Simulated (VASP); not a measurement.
# Zn (Pm-3m) in VASP: notebook

The runs below take Zn through single point, with PBEsol.

Everything below comes from runs of VASP 6.6.1. Logs are shortened: lines on timing, memory, paths and dates and some standing lists are left out, and cuts for length are marked.

**1. The cell of the first run**

The structure is cubic, space group Pm-3m (No. 221). Conventional cell: a = 2.277 Å, b = 2.277 Å, c = 2.277 Å, α = 90.00°, β = 90.00°, γ = 90.00°. Within 3.0 Å of Zn (site symmetry m-3m) lie 6 Zn at 2.28 Å.

**2. Single point, PBEsol (volume scaled by 0.7)**

Contents of INCAR:

```
SYSTEM = Zn
  PREC = Accurate
  ENCUT = 520
  EDIFF = 1E-6
  ISMEAR = -1
  SIGMA = 0.05
  LREAL = .False.
  LASPH = .True.
  NELM = 80
  ALGO = Normal
  ISIF = 2
  LWAVE = .False.
  LCHARG = .True.
  GGA = PS
  LELF = .True.
  LVHAR = .True.
  NBANDS = 12
```

Contents of KPOINTS:

```
regular mesh
0
Gamma
  17 17 17
  0 0 0
```

Contents of POSCAR:

```
Zn
1.0
    2.2768310251      0.0000000000      0.0000000000
    0.0000000000      2.2768310251      0.0000000000
    0.0000000000      0.0000000000      2.2768310251
Zn
1
Direct
    0.0000000000      0.0000000000      0.0000000000
```

Potentials or basis: VASP PAW PBE potentials, release 64 (Zn).

Command:

```bash
$ cat potpaw_PBE.64/Zn/POTCAR > POTCAR
$ mpirun -np 1 vasp_std > vasp.out
```

OUTCAR:

```text
SYSTEM = Zn
   PREC = Accurate
   ENCUT = 520
   EDIFF = 1E-6
   ISMEAR = -1
   LREAL = .False.
   LASPH = .True.
   NELM = 80
   ISIF = 2
   GGA = PS

 ion  position               nearest neighbor table
   1  0.000  0.000  0.000-

  LATTYP: Found a simple cubic cell.
 ALAT       =     2.2768310251

  Lattice vectors:

 A1 = (   2.2768310251,   0.0000000000,   0.0000000000)
 A2 = (   0.0000000000,   2.2768310251,   0.0000000000)
 A3 = (   0.0000000000,   0.0000000000,   2.2768310251)

Analysis of symmetry for initial positions (statically):
=====================================================================
 Subroutine PRICEL returns:
 Original cell was already a primitive cell.

 Routine SETGRP: Setting up the symmetry group for a
 simple cubic supercell.

 Subroutine GETGRP returns: Found 48 space group operations
 (whereof 48 operations were pure point group operations)
 out of a pool of 48 trial point group operations.

The static configuration has the point symmetry O_h .

Analysis of symmetry for dynamics (positions and initial velocities):
=====================================================================
 Subroutine PRICEL returns:
 Original cell was already a primitive cell.

 Routine SETGRP: Setting up the symmetry group for a
 simple cubic supercell.

 Subroutine GETGRP returns: Found 48 space group operations
 (whereof 48 operations were pure point group operations)
 out of a pool of 48 trial point group operations.

The dynamic configuration has the point symmetry O_h .

 Subroutine INISYM returns: Found 48 space group operations
 (whereof 48 operations are pure point group operations),
 and found     1 'primitive' translations

----------------------------------------------------------------------------------------

                                     Primitive cell

  volume of cell :      11.8030

  direct lattice vectors                    reciprocal lattice vectors
     2.276831025  0.000000000  0.000000000     0.439206946  0.000000000  0.000000000
     0.000000000  2.276831025  0.000000000     0.000000000  0.439206946  0.000000000
     0.000000000  0.000000000  2.276831025     0.000000000  0.000000000  0.439206946

  length of vectors
     2.276831025  2.276831025  2.276831025     0.439206946  0.439206946  0.439206946

  position of ions in fractional coordinates (direct lattice)
     0.000000000  0.000000000  0.000000000

  ion indices of the primitive-cell ions
   primitive index   ion index
                 1           1

----------------------------------------------------------------------------------------

 KPOINTS: regular mesh

Automatic generation of k-mesh.
 Grid dimensions read from file:
 generate k-points for:   17   17   17

 Generating k-lattice:

  Cartesian coordinates                     Fractional coordinates (reciprocal lattice)
     0.025835703  0.000000000  0.000000000     0.058823529  0.000000000  0.000000000
     0.000000000  0.025835703  0.000000000     0.000000000  0.058823529  0.000000000
     0.000000000  0.000000000  0.025835703     0.000000000  0.000000000  0.058823529

  Length of vectors
     0.025835703  0.025835703  0.025835703

  Shift w.r.t. Gamma in fractional coordinates (k-lattice)
     0.000000000  0.000000000  0.000000000

 Subroutine IBZKPT returns following result:
 ===========================================

 Found    165 irreducible k-points:

 Following reciprocal coordinates:
            Coordinates               Weight
  0.000000  0.000000  0.000000      1.000000
  0.058824  0.000000  0.000000      6.000000
  0.117647  0.000000  0.000000      6.000000
  0.176471  0.000000  0.000000      6.000000
  0.235294  0.000000  0.000000      6.000000
  0.294118  0.000000  0.000000      6.000000
[... 16 lines left out ...]
  0.411765  0.117647  0.000000     24.000000
  0.470588  0.117647  0.000000     24.000000
 [... further k-points ...]
   k-points           NKPTS =    165   k-points in BZ     NKDIM =    165   number of bands    NBANDS=     12
   number of dos      NEDOS =    301   number of ions     NIONS =      1
   total plane-waves  NPLWV =   5832
   dimension x,y,z NGX =    18 NGY =   18 NGZ =   18
   dimension x,y,z NGXF=    36 NGYF=   36 NGZF=   36
   ions per type =               1
   NGX,Y,Z   is equivalent  to a cutoff of  13.14, 13.14, 13.14 a.u.
   NGXF,Y,Z  is equivalent  to a cutoff of  26.29, 26.29, 26.29 a.u.
 SYSTEM =  Zn
   PREC   = accura    normal or accurate (medium, high low for compatibility)
   ISTART =      0    job   : 0-new  1-cont  2-samecut
   ICHARG =      2    charge: 1-file 2-atom 10-const
   ISPIN  =      1    spin polarized calculation?
   LNONCOLLINEAR =      F non collinear calculations
   LSORBIT =      F    spin-orbit coupling
   LASPH  =      T    aspherical Exc in radial PAW
   ENCUT  =  520.0 eV  38.22 Ry    6.18 a.u.   4.23  4.23  4.23*2*pi/ulx,y,z
   NELM   =     80;   NELMIN=  2; NELMDL= -5     # of ELM steps
   EDIFF  = 0.1E-05   stopping-criterion for ELM
   LREAL  =      F    real-space projection
   EDIFFG = 0.1E-04   stopping-criterion for IOM
   NSW    =      0    number of steps for IOM
   IBRION =     -1    ionic relax: 0-MD 1-quasi-New 2-CG
   NFREE  =      0    steps in history (QN), initial steepest desc. (CG)
   ISIF   =      2    stress and relaxation
   ISYM   =      2    0-nonsym 1-usesym 2-fastsym
   POTIM  = 0.5000    time-step for ionic-motion
   TEBEG  =    0.0;   TEEND  =   0.0 temperature during run
   PSTRESS=    0.0 pullay stress
   NELECT =      12.0000    total number of electrons
   NUPDOWN=      -1.0000    fix difference up-down
   EMIN   =  10.00;   EMAX   =-10.00  energy-range for DOS
   EFERMI =   0.00;   METHOD = LEGACY
   ISMEAR =    -1;   SIGMA  =   0.05  broadening in eV -4-tet -1-fermi 0-gaus
   EFERMI_NEDOS =   21; number of points for ismear=-14 and -15
   IALGO  =     38    algorithm
   IMIX   =      4    mixing-type and parameters
     AMIX     =   0.40;   BMIX     =  1.00
     AMIX_MAG =   1.60;   BMIX_MAG =  1.00
  volume/ion in A,a.u.               =      11.80        79.65
  Fermi-wavevector in a.u.,A,eV,Ry     =   1.646156  3.110785 36.869491  2.709831
  Thomas-Fermi vector in A             =   2.735832
   LORBIT       =      0    0 simple, 1 ext, 2 COOP (PROOUT), +10 PAW based schemes
   GGA     = PS    functional components
   LHFCALC =     F    Hartree Fock is set to
   AEXX    =    0.0000 exact exchange contribution
   IVDW    =     0    specifies the selected vdW correction
   LEPSILON=     F    determine dielectric tensor
   LRPA    =     F    only Hartree local field effects (RPA)
 non-spin polarized calculation
  energy-cutoff  :      520.00
  volume of cell :       11.80
 maximum number of plane-waves:       326
 NGX is ok and might be reduce to    18
   NGX =  9   NGY =  9   NGZ =  9

 number of electron      12.0000016 magnetization

 Free energy of the ion-electron system (eV)
  ---------------------------------------------------
  ext. energy  EPLUGINS =         0.00000000
  ---------------------------------------------------
  free energy    TOTEN  =        -0.68487024 eV

  energy without entropy =       -0.68336317  energy(sigma->0) =       -0.68411670

 E-fermi :   4.8260     XC(G=0): -13.0453

 val. band max:        4.7545362616   @ k =   0.4706   0.2941   0.1176
 cond. band min:       4.9298371737   @ k =   0.4118   0.4118   0.2353
 fundamental gap:      0.1753009121
 Fermi energy:         4.8259738618

 k-point     1 :       0.0000    0.0000    0.0000
  band No.  band energies     occupation
      1      -7.6548      2.00000
      2      -4.9971      2.00000
      3      -4.9971      2.00000
      4      -2.5324      2.00000
      5      -2.5324      2.00000
      6      -2.5324      2.00000
      7      20.9527      0.00000
      8      20.9527      0.00000
      9      20.9527      0.00000
     10      24.3217      0.00000
     11      24.3217      0.00000
     12      29.1500      0.00000

 k-point     2 :       0.0588    0.0000    0.0000
  band No.  band energies     occupation
      1      -7.5502      2.00000
      2      -4.9874      2.00000
      3      -4.9569      2.00000
      4      -2.5588      2.00000
      5      -2.5588      2.00000
      6      -2.5302      2.00000
      7      19.2309      0.00000
      8      21.0843      0.00000
      9      21.0843      0.00000
     10      24.3809      0.00000
     11      25.6670      0.00000
     12      29.7412      0.00000

 k-point     3 :       0.1176    0.0000    0.0000
  band No.  band energies     occupation
      1      -7.2431      2.00000
      2      -4.9597      2.00000
      3      -4.8345      2.00000
      4      -2.6338      2.00000
      5      -2.6338      2.00000
      6      -2.5240      2.00000
      7      16.5048      0.00000
      8      21.4748      0.00000
      9      21.4748      0.00000
     10      24.5613      0.00000
     11      26.9372      0.00000
     12      31.8376      0.00000

 k-point     4 :       0.1765    0.0000    0.0000
  band No.  band energies     occupation
      1      -6.7594      2.00000
      2      -4.9175      2.00000
      3      -4.6186      2.00000
      4      -2.7459      2.00000
      5      -2.7459      2.00000
      6      -2.5145      2.00000
      7      13.7573      0.00000
      8      22.1127      0.00000
      9      22.1127      0.00000
     10      24.8649      0.00000
     11      27.5411      0.00000
     12      35.0215      0.00000

 k-point     5 :       0.2353    0.0000    0.0000
  band No.  band energies     occupation
      1      -6.1626      2.00000
      2      -4.8664      2.00000
      3      -4.2693      2.00000
      4      -2.8784      2.00000
      5      -2.8784      2.00000
      6      -2.5031      2.00000
      7      11.1240      0.00000
      8      22.9801      0.00000
      9      22.9801      0.00000
     10      25.2947      0.00000
     11      27.9641      0.00000
     12      37.7647      0.00000

 k-point     6 :       0.2941    0.0000    0.0000
  band No.  band energies     occupation
      1      -5.5825      2.00000
      2      -4.8131      2.00000
      3      -3.6890      2.00000
      4      -3.0128      2.00000
      5      -3.0128      2.00000
      6      -2.4913      2.00000
      7       8.6472      0.00000
      8      24.0533      0.00000
      9      24.0533      0.00000
     10      25.8521      0.00000
     11      28.3577      0.00000
     12      35.6709      0.00000

 k-point     7 :       0.3529    0.0000    0.0000
  band No.  band energies     occupation
      1      -5.1580      2.00000
      2      -4.7649      2.00000
      3      -3.1314      2.00000
      4      -3.1314      2.00000
      5      -2.7814      2.00000
      6      -2.4807      2.00000
      7       6.3550      0.00000
      8      25.2991      0.00000
      9      25.2991      0.00000
     10      26.5283      0.00000
     11      28.7359      0.00000
     12      33.8280      0.00000

 k-point     8 :       0.4118    0.0000    0.0000
  band No.  band energies     occupation
      1      -4.9075      2.00000
      2      -4.7284      2.00000
      3      -3.2193      2.00000
      4      -3.2193      2.00000
      5      -2.4727      2.00000
      6      -1.5973      2.00000
      7       4.2959      1.99995
      8      26.6477      0.00000
      9      26.6477      0.00000
     10      27.2780      0.00000
     11      29.0574      0.00000
     12      32.2943      0.00000
[... 166 lines left out ...]
 k-point    20 :       0.2353    0.1176    0.0000
  band No.  band energies     occupation
      1      -5.8010      2.00000
      2      -4.7318      2.00000
      3      -4.2260      2.00000
      4      -2.9165      2.00000
      5      -2.8665      2.00000
      6      -2.5981      2.00000
      7      11.4830      0.00000
      8      18.3511      0.00000
      9      23.4926      0.00000
     10      26.7598      0.00000
     11      31.4112      0.00000
     12      34.0563      0.00000

 k-point    21 :       0.2941    0.1176    0.0000
  band No.  band energies     occupation
      1      -5.2845      2.00000
      2      -4.6648      2.00000
      3      -3.8012      2.00000
      4      -2.9987      2.00000
      5      -2.8441      2.00000
      6      -2.5848      2.00000
      7       9.0125      0.00000
      8      19.2614      0.00000
      9      24.5637      0.00000
     10      27.2915      0.00000
     11      30.1698      0.00000
     12      33.7728      0.00000

 k-point    22 :       0.3529    0.1176    0.0000
  band No.  band energies     occupation
      1      -4.9339      2.00000
      2      -4.5881      2.00000
      3      -3.6031      2.00000
      4      -3.1154      2.00000
      5      -2.5727      2.00000
      6      -2.1978      2.00000
      7       6.7117      0.00000
      8      20.3570      0.00000
      9      25.8113      0.00000
     10      27.8486      0.00000
     11      28.3574      0.00000
     12      34.0485      0.00000

 k-point    23 :       0.4118    0.1176    0.0000
  band No.  band energies     occupation
      1      -4.7537      2.00000
      2      -4.4955      2.00000
      3      -3.6256      2.00000
      4      -3.2020      2.00000
      5      -2.5636      2.00000
      6      -1.0333      2.00000
      7       4.6204      1.96776
      8      21.6268      0.00000
      9      26.4100      0.00000
     10      27.1729      0.00000
     11      28.5378      0.00000
     12      33.4910      0.00000

 k-point    24 :       0.4706    0.1176    0.0000
  band No.  band energies     occupation
      1      -4.6886      2.00000
      2      -4.4223      2.00000
      3      -3.6669      2.00000
      4      -3.2480      2.00000
      5      -2.5587      2.00000
      6       0.2477      2.00000
      7       2.9079      2.00000
      8      23.0637      0.00000
      9      24.6647      0.00000
     10      28.3970      0.00000
     11      28.9709      0.00000
     12      31.9346      0.00000

 [... further k-points ...]
[... 5 lines left out ...]
  --------------------------------------------------------------------------------------
  -------------------------------------------------------------------------------------
  Total        4.0149475      4.0149475      4.0149475      0.0000000      0.0000000      0.0000000
  in kB      545.0019493    545.0019493    545.0019493      0.0000000      0.0000000      0.0000000
  external PRESSURE =     545.0019493 kB  Pullay stress =       0.0000000 kB

 VOLUME and BASIS-vectors are now :
 -----------------------------------------------------------------------------
  energy-cutoff  :      520.00
  volume of cell :       11.80
      direct lattice vectors                 reciprocal lattice vectors
     2.276831025  0.000000000  0.000000000     0.439206946  0.000000000  0.000000000
     0.000000000  2.276831025  0.000000000     0.000000000  0.439206946  0.000000000
     0.000000000  0.000000000  2.276831025     0.000000000  0.000000000  0.439206946

 POSITION                                       TOTAL-FORCE (eV/Angst)
 -----------------------------------------------------------------------------------
      0.00000      0.00000      0.00000         0.000000      0.000000      0.000000
 -----------------------------------------------------------------------------------
    total drift:                               -0.000000      0.000000      0.000000

  FREE ENERGIE OF THE ION-ELECTRON SYSTEM (eV)
  ---------------------------------------------------
  free  energy   TOTEN  =        -0.6848702397 eV

  energy  without entropy=       -0.6833631656  energy(sigma->0) =       -0.68411670
```

Run time: 18 s. Hardware: 1 thread of Intel Xeon Platinum 8259CL at 2.50GHz (Skylake/Cascade Lake), shared host; peak memory 0.13 GiB.

Results:

```yaml
Free_energy: -0.6849 eV
Pressure: 54.5 GPa
Band_gap_on_the_k_mesh: zero (band 6 reaches 11.60 eV, above the bottom of band 7 at 2.69 eV)
```

Levels at points of the mesh, in eV from the Fermi level:
```tsv
k point	band 3	band 4	band 5	band 6	band 7	band 8	band 9	band 10
(0.00, 0.00, 0.00)	-9.82	-7.36	-7.36	-7.36	16.13	16.13	16.13	19.50
```

Caveat: the PAW data sets were made with another functional, which shifts forces and pressure a little.

**3. Single point, PBEsol (volume scaled by 0.7)**

Contents of INCAR:

```
PREC = Accurate ; ENCUT = 520
EDIFF = 1E-6 ; ISMEAR = -1
SIGMA = 0.05 ; LREAL = F
LASPH = T ; NELM = 100
ALGO = Normal ; ISIF = 2
LWAVE = F ; LCHARG = T
GGA = PS ; LELF = T
LVHAR = T ; NBANDS = 12
```

Contents of KPOINTS:

```
regular mesh
0
Gamma
  17 17 17
```

POSCAR is that of step 2.

Potentials or basis: VASP PAW PBE potentials, release 64 (Zn).

Command:

```bash
$ cat potpaw_PBE.64/Zn/POTCAR > POTCAR
$ mpirun -np 1 vasp_std > vasp.out
```

It took 16 s on 1 thread of Intel Xeon Platinum 8259CL at 2.50GHz (Skylake/Cascade Lake), shared host; peak memory 0.13 GiB.

It converged, with:

| Quantity | Value |
| --- | --- |
| Free energy | -0.6849 eV |
| Pressure | 54.5 GPa |
| Band gap on the k mesh | zero (band 6 reaches 11.60 eV, above the bottom of band 7 at 2.69 eV) |

Levels at points of the mesh, in eV from the Fermi level:
| k point | band 3 | band 4 | band 5 | band 6 | band 7 | band 8 | band 9 | band 10 |
| --- | --- | --- | --- | --- | --- | --- | --- | --- |
| (0.00, 0.00, 0.00) | -9.82 | -7.36 | -7.36 | -7.36 | 16.13 | 16.13 | 16.13 | 19.50 |

Caveat: the PAW data sets were made with another functional, which shifts forces and pressure a little.

(Continued in part 2 of 2.)
